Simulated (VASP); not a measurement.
# SrAgO3 (Pm-3m) in VASP: further runs

Runs on SrAgO3. Level: LDA. Tasks: single point, relaxation of cell and atoms.

Program: VASP 6.6.1. These are calculated values, not measurements. Logs are shortened: lines on timing, memory, paths and dates and some standing lists are left out, and cuts for length are marked.

## 1. The cell of the first run

It takes space group Pm-3m (No. 221, cubic). The conventional cell has a = 3.972 Å, b = 3.972 Å, c = 3.972 Å, α = 90.00°, β = 90.00°, γ = 90.00°. Sr (site symmetry m-3m) has 12 O at 2.81 Å and 8 Ag at 3.44 Å within 3.7 Å. Ag (site symmetry m-3m) has 6 O at 1.99 Å within 2.6 Å. Within 2.6 Å of O (site symmetry 4/mmm) lie 2 Ag at 1.99 Å.

## 2. Single point, LDA

Input file INCAR:

```
PREC = Accurate
ENCUT = 520
EDIFF = 1E-6
ISMEAR = 0
SIGMA = 0.1
LREAL = False
LASPH = True
NELM = 80
ALGO = Normal
ISIF = 2
LWAVE = False
LCHARG = False
NBANDS = 28
```

Input file KPOINTS:

```
Automatic mesh
0
Gamma
  10 10 10
```

Input file POSCAR:

```
SrAgO3
1.0
    3.9716536782      0.0000000000      0.0000000000
    0.0000000000      3.9716536782      0.0000000000
    0.0000000000      0.0000000000      3.9716536782
Sr Ag O
1 1 3
Direct
    0.0000000000      0.0000000000      0.0000000000
    0.5000000000      0.5000000000      0.5000000000
    0.5000000000      0.5000000000      0.0000000000
    0.5000000000      0.0000000000      0.5000000000
    0.0000000000      0.5000000000      0.5000000000
```

Potentials or basis: VASP PAW LDA potentials, release 64 (Sr_sv, Ag, O).

Command:

```
$ cat potpaw_LDA.64/Sr_sv/POTCAR potpaw_LDA.64/Ag/POTCAR potpaw_LDA.64/O/POTCAR > POTCAR
$ mpirun -np 1 vasp_std > vasp.out
```

OUTCAR:

```text
PREC = Accurate
   ENCUT = 520
   EDIFF = 1E-6
   ISMEAR = 0
   LREAL = False
   LASPH = True
   NELM = 80
   ISIF = 2

 ion  position               nearest neighbor table
   1  0.000  0.000  0.000-   3 2.81   4 2.81   5 2.81   4 2.81   5 2.81   3 2.81   5 2.81   5 2.81
                             3 2.81   4 2.81   4 2.81   3 2.81   2 3.44   2 3.44   2 3.44   2 3.44
   2  0.500  0.500  0.500-   3 1.99   4 1.99   5 1.99   3 1.99   4 1.99   5 1.99   1 3.44   1 3.44
                             1 3.44   1 3.44   1 3.44   1 3.44   1 3.44   1 3.44
   3  0.500  0.500  0.000-   2 1.99   2 1.99   1 2.81   1 2.81   1 2.81   1 2.81
   4  0.500  0.000  0.500-   2 1.99   2 1.99   1 2.81   1 2.81   1 2.81   1 2.81
   5  0.000  0.500  0.500-   2 1.99   2 1.99   1 2.81   1 2.81   1 2.81   1 2.81

  LATTYP: Found a simple cubic cell.
 ALAT       =     3.9716536782

  Lattice vectors:

 A1 = (   3.9716536782,   0.0000000000,   0.0000000000)
 A2 = (   0.0000000000,   3.9716536782,   0.0000000000)
 A3 = (   0.0000000000,   0.0000000000,   3.9716536782)

Analysis of symmetry for initial positions (statically):
=====================================================================
 Subroutine PRICEL returns:
 Original cell was already a primitive cell.

 Routine SETGRP: Setting up the symmetry group for a
 simple cubic supercell.

 Subroutine GETGRP returns: Found 48 space group operations
 (whereof 48 operations were pure point group operations)
 out of a pool of 48 trial point group operations.

The static configuration has the point symmetry O_h .

Analysis of symmetry for dynamics (positions and initial velocities):
=====================================================================
 Subroutine PRICEL returns:
 Original cell was already a primitive cell.

 Routine SETGRP: Setting up the symmetry group for a
 simple cubic supercell.

 Subroutine GETGRP returns: Found 48 space group operations
 (whereof 48 operations were pure point group operations)
 out of a pool of 48 trial point group operations.

The dynamic configuration has the point symmetry O_h .

 Subroutine INISYM returns: Found 48 space group operations
 (whereof 48 operations are pure point group operations),
 and found     1 'primitive' translations

----------------------------------------------------------------------------------------

                                     Primitive cell

  volume of cell :      62.6490

  direct lattice vectors                    reciprocal lattice vectors
     3.971653678  0.000000000  0.000000000     0.251784290  0.000000000  0.000000000
     0.000000000  3.971653678  0.000000000     0.000000000  0.251784290  0.000000000
     0.000000000  0.000000000  3.971653678     0.000000000  0.000000000  0.251784290

  length of vectors
     3.971653678  3.971653678  3.971653678     0.251784290  0.251784290  0.251784290

  position of ions in fractional coordinates (direct lattice)
     0.000000000  0.000000000  0.000000000
     0.500000000  0.500000000  0.500000000
     0.500000000  0.500000000  0.000000000
     0.500000000  0.000000000  0.500000000
     0.000000000  0.500000000  0.500000000

  ion indices of the primitive-cell ions
   primitive index   ion index
                 1           1
                 2           2
                 3           3
                 4           4
                 5           5

----------------------------------------------------------------------------------------

 KPOINTS: Automatic mesh

Automatic generation of k-mesh.
 Grid dimensions read from file:
 generate k-points for:   10   10   10

 Generating k-lattice:

  Cartesian coordinates                     Fractional coordinates (reciprocal lattice)
     0.025178429  0.000000000  0.000000000     0.100000000  0.000000000  0.000000000
     0.000000000  0.025178429  0.000000000     0.000000000  0.100000000  0.000000000
     0.000000000  0.000000000  0.025178429     0.000000000  0.000000000  0.100000000

  Length of vectors
     0.025178429  0.025178429  0.025178429

  Shift w.r.t. Gamma in fractional coordinates (k-lattice)
     0.000000000  0.000000000  0.000000000

 Subroutine IBZKPT returns following result:
 ===========================================

 Found     56 irreducible k-points:

 Following reciprocal coordinates:
            Coordinates               Weight
  0.000000  0.000000  0.000000      1.000000
  0.100000  0.000000  0.000000      6.000000
  0.200000  0.000000  0.000000      6.000000
  0.300000  0.000000  0.000000      6.000000
  0.400000  0.000000  0.000000      6.000000
  0.500000  0.000000  0.000000      3.000000
[... 16 lines left out ...]
  0.200000  0.100000  0.100000     24.000000
  0.300000  0.100000  0.100000     24.000000
 [... further k-points ...]
   k-points           NKPTS =     56   k-points in BZ     NKDIM =     56   number of bands    NBANDS=     28
   number of dos      NEDOS =    301   number of ions     NIONS =      5
   total plane-waves  NPLWV =  27000
   dimension x,y,z NGX =    30 NGY =   30 NGZ =   30
   dimension x,y,z NGXF=    60 NGYF=   60 NGZF=   60
   ions per type =               1   1   3
   NGX,Y,Z   is equivalent  to a cutoff of  12.56, 12.56, 12.56 a.u.
   NGXF,Y,Z  is equivalent  to a cutoff of  25.11, 25.11, 25.11 a.u.
 SYSTEM =  unknown system
   PREC   = accura    normal or accurate (medium, high low for compatibility)
   ISTART =      0    job   : 0-new  1-cont  2-samecut
   ICHARG =      2    charge: 1-file 2-atom 10-const
   ISPIN  =      1    spin polarized calculation?
   LNONCOLLINEAR =      F non collinear calculations
   LSORBIT =      F    spin-orbit coupling
   LASPH  =      T    aspherical Exc in radial PAW
   ENCUT  =  520.0 eV  38.22 Ry    6.18 a.u.   7.38  7.38  7.38*2*pi/ulx,y,z
   NELM   =     80;   NELMIN=  2; NELMDL= -5     # of ELM steps
   EDIFF  = 0.1E-05   stopping-criterion for ELM
   LREAL  =      F    real-space projection
   EDIFFG = 0.1E-04   stopping-criterion for IOM
   NSW    =      0    number of steps for IOM
   IBRION =     -1    ionic relax: 0-MD 1-quasi-New 2-CG
   NFREE  =      0    steps in history (QN), initial steepest desc. (CG)
   ISIF   =      2    stress and relaxation
   ISYM   =      2    0-nonsym 1-usesym 2-fastsym
   POTIM  = 0.5000    time-step for ionic-motion
   TEBEG  =    0.0;   TEEND  =   0.0 temperature during run
   PSTRESS=    0.0 pullay stress
   NELECT =      39.0000    total number of electrons
   NUPDOWN=      -1.0000    fix difference up-down
   EMIN   =  10.00;   EMAX   =-10.00  energy-range for DOS
   EFERMI =   0.00;   METHOD = LEGACY
   ISMEAR =     0;   SIGMA  =   0.10  broadening in eV -4-tet -1-fermi 0-gaus
   EFERMI_NEDOS =   21; number of points for ismear=-14 and -15
   IALGO  =     38    algorithm
   IMIX   =      4    mixing-type and parameters
     AMIX     =   0.40;   BMIX     =  1.00
     AMIX_MAG =   1.60;   BMIX_MAG =  1.00
  volume/ion in A,a.u.               =      12.53        84.56
  Fermi-wavevector in a.u.,A,eV,Ry     =   1.397843  2.641540 26.585300  1.953964
  Thomas-Fermi vector in A             =   2.521059
   LORBIT       =      0    0 simple, 1 ext, 2 COOP (PROOUT), +10 PAW based schemes
   GGA     = CA    functional components
   LHFCALC =     F    Hartree Fock is set to
   AEXX    =    0.0000 exact exchange contribution
   IVDW    =     0    specifies the selected vdW correction
   LEPSILON=     F    determine dielectric tensor
   LRPA    =     F    only Hartree local field effects (RPA)
 non-spin polarized calculation
 Gauss-broadening in eV      SIGMA  =   0.10
  energy-cutoff  :      520.00
  volume of cell :       62.65
 maximum number of plane-waves:      1743
 NGX is ok and might be reduce to    30
   NGX = 15   NGY = 15   NGZ = 15

 number of electron      38.9999985 magnetization

 Free energy of the ion-electron system (eV)
  ---------------------------------------------------
  ext. energy  EPLUGINS =         0.00000000
  ---------------------------------------------------
  free energy    TOTEN  =       -28.48147914 eV

  energy without entropy =      -28.45538488  energy(sigma->0) =      -28.46843201

 E-fermi :   3.4020     XC(G=0): -11.7601

 val. band max:        3.4018317087   @ k =   0.5000   0.5000   0.1000
 cond. band min:       3.4098613433   @ k =   0.4000   0.4000   0.1000
 fundamental gap:      0.0080296346
 Fermi energy:         3.4019968758

 k-point     1 :       0.0000    0.0000    0.0000
  band No.  band energies     occupation
      1     -28.8015      2.00000
      2     -14.0149      2.00000
      3     -12.9780      2.00000
      4     -12.9780      2.00000
      5     -10.8924      2.00000
      6     -10.8924      2.00000
[... 20 lines left out ...]
     27      11.6168      0.00000
     28      13.7564      0.00000

 k-point     2 :       0.1000    0.0000    0.0000
  band No.  band energies     occupation
      1     -28.7997      2.00000
      2     -14.0070      2.00000
      3     -12.9845      2.00000
      4     -12.9746      2.00000
      5     -10.8881      2.00000
      6     -10.8881      2.00000
[... 20 lines left out ...]
     27      11.7252      0.00000
     28      13.8956      0.00000

 k-point     3 :       0.2000    0.0000    0.0000
  band No.  band energies     occupation
      1     -28.7948      2.00000
      2     -14.0017      2.00000
      3     -12.9741      2.00000
      4     -12.9663      2.00000
      5     -10.8770      2.00000
      6     -10.8770      2.00000
[... 20 lines left out ...]
     27      12.0106      0.00000
     28      14.2755      0.00000

 k-point     4 :       0.3000    0.0000    0.0000
  band No.  band energies     occupation
      1     -28.7888      2.00000
      2     -14.0232      2.00000
      3     -12.9561      2.00000
      4     -12.9102      2.00000
      5     -10.8633      2.00000
      6     -10.8633      2.00000
[... 20 lines left out ...]
     27      12.3675      0.00000
     28      14.7494      0.00000

 k-point     5 :       0.4000    0.0000    0.0000
  band No.  band energies     occupation
      1     -28.7839      2.00000
      2     -14.0586      2.00000
      3     -12.9478      2.00000
      4     -12.8221      2.00000
      5     -10.8520      2.00000
      6     -10.8520      2.00000
[... 20 lines left out ...]
     27      12.6600      0.00000
     28      14.9979      0.00000

 k-point     6 :       0.5000    0.0000    0.0000
  band No.  band energies     occupation
      1     -28.7820      2.00000
      2     -14.0754      2.00000
      3     -12.9445      2.00000
      4     -12.7809      2.00000
      5     -10.8477      2.00000
      6     -10.8477      2.00000
[... 463 lines left out ...]
      5     -10.7944      2.00000
      6     -10.6170      2.00000
[... 20 lines left out ...]
     27      14.7369      0.00000
     28      14.7369      0.00000

 k-point    22 :       0.1000    0.1000    0.1000
  band No.  band energies     occupation
      1     -28.7960      2.00000
      2     -13.9797      2.00000
      3     -12.9844      2.00000
      4     -12.9844      2.00000
      5     -10.8682      2.00000
      6     -10.8682      2.00000
[... 20 lines left out ...]
     27      11.8342      0.00000
     28      14.1493      0.00000

 k-point    23 :       0.2000    0.1000    0.1000
  band No.  band energies     occupation
      1     -28.7913      2.00000
      2     -13.9528      2.00000
      3     -12.9891      2.00000
      4     -12.9690      2.00000
      5     -10.8699      2.00000
      6     -10.8388      2.00000
[... 20 lines left out ...]
     27      12.1424      0.00000
     28      14.4826      0.00000

 k-point    24 :       0.3000    0.1000    0.1000
  band No.  band energies     occupation
      1     -28.7854      2.00000
      2     -13.9487      2.00000
      3     -12.9498      2.00000
      4     -12.9461      2.00000
      5     -10.8722      2.00000
      6     -10.8079      2.00000
[... 20 lines left out ...]
     27      12.5671      0.00000
     28      14.8936      0.00000

 [... further k-points ...]

------------------------ aborting loop because EDIFF is reached ----------------------------------------

  FORCE on cell =-STRESS in cart. coord.  units (eV):
  Direction    XX          YY          ZZ          XY          YZ          ZX
  --------------------------------------------------------------------------------------
  -------------------------------------------------------------------------------------
  Total        0.2343428      0.2343428      0.2343428     -0.0000000     -0.0000000      0.0000000
  in kB        5.9930529      5.9930529      5.9930529     -0.0000000     -0.0000000      0.0000000
  external PRESSURE =       5.9930529 kB  Pullay stress =       0.0000000 kB

 VOLUME and BASIS-vectors are now :
 -----------------------------------------------------------------------------
  energy-cutoff  :      520.00
  volume of cell :       62.65
      direct lattice vectors                 reciprocal lattice vectors
     3.971653678  0.000000000  0.000000000     0.251784290  0.000000000  0.000000000
     0.000000000  3.971653678  0.000000000     0.000000000  0.251784290  0.000000000
     0.000000000  0.000000000  3.971653678     0.000000000  0.000000000  0.251784290

 POSITION                                       TOTAL-FORCE (eV/Angst)
 -----------------------------------------------------------------------------------
      0.00000      0.00000      0.00000         0.000000      0.000000      0.000000
      1.98583      1.98583      1.98583         0.000000      0.000000      0.000000
      1.98583      1.98583      0.00000         0.000000      0.000000      0.000000
      1.98583      0.00000      1.98583         0.000000      0.000000      0.000000
      0.00000      1.98583      1.98583         0.000000      0.000000      0.000000
 -----------------------------------------------------------------------------------
    total drift:                                0.000000      0.000000     -0.000000

  FREE ENERGIE OF THE ION-ELECTRON SYSTEM (eV)
  ---------------------------------------------------
  free  energy   TOTEN  =       -28.4814791367 eV

  energy  without entropy=      -28.4553848825  energy(sigma->0) =      -28.46843201
```

It took 74 s on 1 thread of Intel Xeon Platinum 8259CL at 2.50GHz (Skylake/Cascade Lake), shared host; peak memory 0.22 GiB.

Results:

```yaml
Free_energy: -28.4815 eV
Pressure: 0.6 GPa
```

Caveat: an odd number of electrons without spin polarisation forces a metal; a magnetic or distorted state may lie lower.

[end of part 1 of 2]
